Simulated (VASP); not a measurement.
Input of a VASP 6.6.1 run:

POSCAR

```
Ni
1.0
   -1.3837154700      1.3837154700      1.3837154700
    1.3837154700     -1.3837154700      1.3837154700
    1.3837154700      1.3837154700     -1.3837154700
Ni
1
Direct
    0.0000000000      0.0000000000      0.0000000000
```

Contents of INCAR.step1:

```
SYSTEM = Ni
ALGO = Normal ; EDIFF = 1E-6
ENCUT = 510 ; GGA_COMPAT = .False.
ISIF = 2 ; ISMEAR = -1
ISPIN = 2 ; LASPH = .True.
LCHARG = .True. ; LMAXMIX = 4
LORBIT = 11 ; LREAL = .False.
LWAVE = .False. ; MAGMOM = 1.5
NBANDS = 19 ; NEDOS = 2001
NELM = 200 ; PREC = Accurate
SIGMA = 0.05
```

Contents of KPOINTS.step1:

```
k-points
0
Gamma
  17 17 17
  0 0 0
```

The input INCAR.step2:

```
SYSTEM = Ni
ALGO = Normal ; EDIFF = 1E-6
ENCUT = 510 ; GGA_COMPAT = .False.
ICHARG = 11 ; ISIF = 2
ISMEAR = -5 ; ISPIN = 2
LASPH = .True. ; LCHARG = .False.
LMAXMIX = 4 ; LORBIT = 11
LREAL = .False. ; LWAVE = .False.
MAGMOM = 1.5 ; NEDOS = 2001
NELM = 200 ; PREC = Accurate
SIGMA = 0.05
```

Contents of KPOINTS.step2:

```
k-points
0
Gamma
  26 26 26
  0 0 0
```

Potentials or basis: VASP PAW LDA potentials, release 64 (Ni_sv_GW).

Launch:

```bash
$ cat potpaw_LDA.64/Ni_sv_GW/POTCAR > POTCAR
$ cp INCAR.step1 INCAR
$ cp KPOINTS.step1 KPOINTS
$ mpirun -np 1 vasp_std > vasp.out
$ cp INCAR.step2 INCAR
$ cp KPOINTS.step2 KPOINTS
$ mpirun -np 1 vasp_std > vasp.out
```

Task: Predict the net moment.

Result: 0.41 μB per cell.

Task: Predict the site moments.

Result: Ni +0.44 μB.
